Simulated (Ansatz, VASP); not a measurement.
## W in VASP and in Ansatz

Contents of INCAR:

```
SYSTEM = W
PREC = Accurate
ENCUT = 520
EDIFF = 1E-6
ISMEAR = -1
SIGMA = 0.1
LREAL = .FALSE.
LASPH = .TRUE.
NELM = 100
ALGO = Normal
ISIF = 2
LWAVE = .FALSE.
LCHARG = .FALSE.
GGA = RE
NBANDS = 28
```

Contents of KPOINTS:

```
regular mesh
0
G
  9 9 13
  0 0 0
```

Contents of POSCAR:

```
W
1.0
    4.7014639456      0.0000000000      0.0000000000
   -2.3507319728      4.0715872118      0.0000000000
    0.0000000000      0.0000000000      2.6179221725
W
3
Direct
    0.0000000000      1.0000000000      0.0000000000
    0.3333333333      0.6666666667      0.5000000000
    0.6666666667      0.3333333333      0.5000000000
```

Input for Ansatz:

```yaml
crystal:
  lattice:
    - [4.7014639456, 0.0, 0.0]
    - [-2.3507319728, 4.0715872118, 0.0]
    - [0.0, 0.0, 2.6179221725]
  atoms:
    - { symbol: W, position: [0.0, 1.0, 0.0] }
    - { symbol: W, position: [0.3333333333, 0.6666666667, 0.5] }
    - { symbol: W, position: [0.6666666667, 0.3333333333, 0.5] }
hamiltonian:
  xc: revpbe
  pseudopotentials:
    kind: paw
    azcp:
      W: "pseudopotentials/W.paw.azcp"
basis:
  ecutwfc: 420
  fft_grid_basis: typed
kpoints:
  mp_grid: { grid: [9, 9, 13], shift: [0, 0, 0] }
magnetization:
  spin_polarized: false
scf:
  occupations: { method: fermi_dirac, width: 0.1 }
  lower_state_search: "off"
output:
  stress: true
  write_density: true
  write_potential: true
  elf: true
  volumetric_format: npy
```

Alike in both runs: task single point; functional revPBE; k mesh 9 × 9 × 13; occupations fermi-dirac, width 0.1 eV; no spin polarisation.

```csv
,VASP,Ansatz
version,VASP 6.6.1,Ansatz 0.2.0
potentials or method,"VASP PAW PBE potentials, release 64 (W_sv), cutoff 520 eV","plane waves (420 eV) with PAW, scalar-relativistic"
valence electrons in the cell,42,42
```

Ansatz gave:

| Quantity | Value |
| --- | --- |
| pressure (GPa) | 0.1 |
| traceless stress, the component that is largest in VASP (GPa) | -0.83 |

Q: Estimate VASP's values.

A: Pressure (GPa): 0.6; traceless stress, the component that is largest in VASP (GPa): -0.53.

VASP's potentials were made for PBE, not for revPBE.

Spin-orbit coupling is off throughout.
